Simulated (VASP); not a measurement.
# HgTe (I-4m2) in VASP: a series of runs, part 2 of 2

VASP 6.6.1.

### 5 Relaxation of cell and atoms, PBEsol, target pressure 2 GPa, at which the enthalpy is minimised

This run uses another cell than the first one, of 28.93 Å³/atom, 1.124 times its volume.

The input, INCAR:

```
SYSTEM = HgTe
PREC     = Accurate       ! precision mode
ENCUT    = 600            ! plane-wave cutoff, eV
EDIFF    = 1E-7           ! SCF threshold, eV
ISMEAR   = -1             ! smearing method
SIGMA    = 0.05           ! smearing width, eV
LREAL    = .FALSE.        ! projectors in reciprocal space
LASPH    = .TRUE.         ! aspherical terms in the spheres
NELM     = 100            ! most SCF steps
ALGO     = Normal         ! electronic algorithm
ISIF     = 3              ! what is computed and relaxed
LWAVE    = .FALSE.        ! write WAVECAR
LCHARG   = .FALSE.        ! write CHGCAR
GGA      = PS             ! functional
IBRION   = 2              ! ionic algorithm
NSW      = 60             ! ionic steps
EDIFFG   = -0.01          ! ionic threshold
PSTRESS  = 20.0
```

The input, KPOINTS:

```
regular mesh
0
G
  10 10 10
  0 0 0
```

The input, POSCAR:

```
HgTe
1.0
   -3.0456030000      3.0456030000      1.5594100000
    3.0456030000     -3.0456030000      1.5594100000
    3.0456030000      3.0456030000     -1.5594100000
Hg Te
1 1
Direct
    0.7500000000      0.2500000000      0.5000000000
    0.0000000000      0.0000000000      0.0000000000
```

Launch:

```console
> cat potpaw_PBE.64/Hg/POTCAR potpaw_PBE.64/Te/POTCAR > POTCAR
> mpirun -np 1 vasp_std > vasp.out
```

It took 5.4 min on 1 thread of Intel Xeon 6975P-C (Granite Rapids), shared host; peak memory 0.33 GiB.

The run converged. Its results:

| Item | Value |
| --- | --- |
| Free energy | -4.1405 eV |
| Relaxed volume | 25.84 Å³/atom |
| Relaxed cell | a = 4.341 Å, b = 4.341 Å, c = 4.341 Å, α = 97.61°, β = 97.61°, γ = 137.31° |
| Space group after relaxing (to 0.05 Å) | I-4m2 (No. 119) |
| Energy change on relaxing (the enthalpy is what falls) | -46.8 meV/atom |
| Ionic steps | 7 |
| Pressure after relaxing | 2.0 GPa |
| Band gap on the k mesh | zero (band 9 reaches 7.72 eV, above the bottom of band 10 at 3.47 eV) |

Stress tensor (GPa, compression positive):
```
1.97 0.00 0.00
0.00 1.97 0.00
0.00 0.00 2.05
```

The path:
```csv
step,energy change (eV),largest force (eV/Å),pressure (GPa),volume (Å³)
1,0.0000,0.0000,-3.18,57.86
2,-0.0507,0.0000,3.93,50.34
3,-0.0620,0.0000,2.92,51.07
4,-0.0835,0.0000,2.89,51.01
5,-0.0836,0.0000,2.88,51.02
6,-0.0976,0.0000,1.54,52.04
7,-0.0935,0.0000,2.00,51.67
```

Final structure:
```cif
data_structure
_symmetry_space_group_name_H-M 'P 1'
_symmetry_Int_Tables_number 1
_cell_length_a 4.3413
_cell_length_b 4.3413
_cell_length_c 4.3413
_cell_angle_alpha 97.613
_cell_angle_beta 97.613
_cell_angle_gamma 137.310
_cell_volume 51.67
loop_
_atom_site_label
_atom_site_type_symbol
_atom_site_fract_x
_atom_site_fract_y
_atom_site_fract_z
_atom_site_occupancy
Hg1 Hg 0.75000 0.25000 0.50000 1
Te1 Te 0.00000 0.00000 0.00000 1
```

Levels at points of the mesh, in eV from the Fermi level:
```csv
k point,band 5,band 6,band 7,band 8,band 9,band 10,band 11,band 12,band 13
"(0.00, 0.00, 0.00)",-6.73,-6.73,-3.06,-2.64,-2.64,2.96,4.63,7.79,7.79
"(0.50, 0.00, 0.00)",-6.91,-6.77,-4.90,-2.33,-1.63,-0.59,3.43,3.59,6.11
"(0.50, 0.50, 0.00)",-6.68,-6.62,-6.57,-0.58,2.08,2.26,2.43,3.44,8.24
"(0.50, 0.50, 0.50)",-6.68,-6.30,-5.08,-5.08,-4.77,2.44,6.07,9.46,9.46
```

Caveat: the cell is relaxed towards a set pressure, so the enthalpy falls and the energy may rise; the PAW data sets were made with another functional, which shifts forces and pressure a little; spin-orbit coupling is left out, which moves the levels of the heavy elements.

### 6 Single point, PBEsol

This run uses another cell than the first one, of 20.40 Å³/atom, 0.793 times its volume.

The input, INCAR:

```
PREC = Accurate
ENCUT = 520
EDIFF = 1E-7
ISMEAR = -1
SIGMA = 0.05
LREAL = F
LASPH = T
NELM = 80
ALGO = Normal
ISIF = 2
LWAVE = F
LCHARG = F
GGA = PS
NBANDS = 16
```

The input, KPOINTS:

```
Automatic mesh
0
Gamma
  10 10 10
```

The input, POSCAR:

```
HgTe
1.0
   -2.6508541371      2.6508541371      1.4518858174
    2.6508541371     -2.6508541371      1.4518858174
    2.6508541371      2.6508541371     -1.4518858174
Hg Te
1 1
Direct
    0.7500000000      0.2500000000      0.5000000000
    0.0000000000      0.0000000000      0.0000000000
```

Potentials or basis: VASP PAW PBE potentials, release 64 (Hg, Te).

Launch:

```console
> cat potpaw_PBE.64/Hg/POTCAR potpaw_PBE.64/Te/POTCAR > POTCAR
> mpirun -np 1 vasp_std > vasp.out
```

It took 96 s on 1 thread of Intel Xeon Platinum 8375C at 2.90GHz (Ice Lake), shared host; peak memory 0.22 GiB.

The run converged. Its results:

```yaml
Free_energy: -3.2345 eV
Pressure: 30.7 GPa
Band_gap_on_the_k_mesh: zero (band 9 reaches 10.75 eV, above the bottom of band 10 at 5.97 eV)
```

Levels at points of the mesh, in eV from the Fermi level:
| k point | band 7 | band 8 | band 9 | band 10 | band 11 | band 12 |
| --- | --- | --- | --- | --- | --- | --- |
| (0.00, 0.00, 0.00) | -3.59 | -3.59 | -2.79 | 4.34 | 4.46 | 8.63 |
| (0.50, 0.00, 0.00) | -5.52 | -2.70 | -2.09 | -0.88 | 3.14 | 4.13 |
| (0.50, 0.50, 0.00) | -7.35 | -0.37 | 1.72 | 2.76 | 3.47 | 3.51 |
| (0.50, 0.50, 0.50) | -6.77 | -6.65 | -5.80 | 3.49 | 6.38 | 11.28 |

Caveat: the PAW data sets were made with another functional, which shifts forces and pressure a little; spin-orbit coupling is left out, which moves the levels of the heavy elements.

### 7 Summary

| task | cell | cutoff (eV) | gap on the mesh (eV) | pressure (GPa) |
| --- | --- | --- | --- | --- |
| single point | a = 4.336 Å, angles 97.6, 97.6, 137.3°, 2 atoms | 520 | none | 2.2 |
| single point | a = 4.382 Å, angles 97.6, 97.6, 137.2°, 2 atoms | 520 | none | 0.2 |
| relaxation of cell and atoms | relaxed from a = 4.581 Å, angles 96.7, 96.7, 140.2°, 2 atoms | 600 | none | 0.0 |
| relaxation of cell and atoms | relaxed to 2 GPa from a = 4.581 Å, angles 96.7, 96.7, 140.2°, 2 atoms | 600 | none | 2.0 |
| single point | a = 4.020 Å, angles 97.5, 97.5, 137.7°, 2 atoms | 520 | none | 30.7 |

Alike in all rows: level PBEsol; potentials or basis VASP PAW PBE potentials, release 64 (Hg, Te); no spin polarisation; k mesh 10 × 10 × 10; smearing fermi-dirac 0.05 eV.

Caveats: the PAW data sets were made with another functional, which shifts forces and pressure a little; spin-orbit coupling is left out, which moves the levels of the heavy elements; the cell is relaxed towards a set pressure, so the enthalpy falls and the energy may rise (some runs).

Total energies depend on the potentials used, so only differences within one code and one set of settings carry meaning.
